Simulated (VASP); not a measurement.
Set up this calculation in VASP 6.6.1, as the native input.

| Item | Value |
| --- | --- |
| Task | single point |
| Functional | PBEsol |
| Potentials or basis | VASP PAW PBE potentials, release 64 (W_sv) |
| Cutoff | 520 eV |
| k mesh | 8 × 8 × 8 |
| Occupations | gaussian, width 0.1 eV |
| Spin | no spin polarisation |
| Dipole correction | no |
| Further INCAR settings | ALGO = Normal; EDIFF = 1e-07; NBANDS = 13 |

The structure of W lies in POSCAR:

```
W
1.0
   -1.5973000000      1.5973000000      1.5973000000
    1.5973000000     -1.5973000000      1.5973000000
    1.5973000000      1.5973000000     -1.5973000000
W
1
Direct
    0.0000000000      0.0000000000      0.0000000000
```

These files were run (other wordings do the same):

INCAR

```
SYSTEM = W
PREC = Accurate ; ENCUT = 520
EDIFF = 1E-7 ; ISMEAR = 0
SIGMA = 0.1 ; LREAL = .FALSE.
LASPH = .TRUE. ; NELM = 60
ALGO = Normal ; ISIF = 2
LWAVE = .FALSE. ; LCHARG = .FALSE.
GGA = PS ; NBANDS = 13
```

KPOINTS

```
Automatic mesh
0
G
  8 8 8
  0 0 0
```

Potentials or basis: VASP PAW PBE potentials, release 64 (W_sv).

The run is started by

```bash
$ cat potpaw_PBE.64/W_sv/POTCAR > POTCAR
$ mpirun -np 1 vasp_std > vasp.out
```

Results of the run:

- Pressure: -10.6 GPa
- Band gap on the k mesh: zero (band 7 reaches 15.86 eV, above the bottom of band 8 at 9.69 eV)

Caveat: the PAW data sets were made with another functional, which shifts forces and pressure a little; spin-orbit coupling is left out, which moves the levels of the heavy elements.

Wall time 3.1 s on 1 thread of Intel(R) Xeon(R) 6975P-C (Granite Rapids), on a shared host, peak memory 0.13 GiB.
